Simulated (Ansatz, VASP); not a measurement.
# NiSb in VASP and in Ansatz

```
CELL_PARAMETERS angstrom
3.97969 0.00000 0.00000
-1.98985 3.44651 0.00000
0.00000 0.00000 5.18738
ATOMIC_POSITIONS crystal
Ni 0.00000 0.00000 0.00000
Ni 0.00000 0.00000 0.50000
Sb 0.33333 0.66667 0.25000
Sb 0.66667 0.33333 0.75000
```

Change from the starting cell: volume scaled by 1.04, no spin polarisation, PAW files.

Alike in both runs: task single point; functional PBE; k mesh 10 × 10 × 7; occupations fermi-dirac, width 0.05 eV; no spin polarisation.

|  | VASP | Ansatz |
| --- | --- | --- |
| version | VASP 6.6.1 | Ansatz 0.2.0 |
| potentials or method | VASP PAW PBE potentials, release 64 (Ni, Sb) | PAW with Ansatz's default frozen-core files, scalar-relativistic |
| plane-wave cutoff (eV) | 520 | 420 |
| valence electrons in the cell | 30 | 66 |

|  | VASP | Ansatz | Ansatz less VASP |
| --- | --- | --- | --- |
| pressure (GPa) | -0.9 | -0.8 | +0.14 |
| traceless stress, the component that is largest in VASP (GPa) | -0.13 | -0.23 | -0.101 |

With one functional, cell and mesh, what is left measures potentials, basis and numerics. VASP's potentials hold 30 valence electrons a cell and Ansatz's 66, so a difference there can come from the potentials and not from the codes.

Spin-orbit coupling is off throughout.
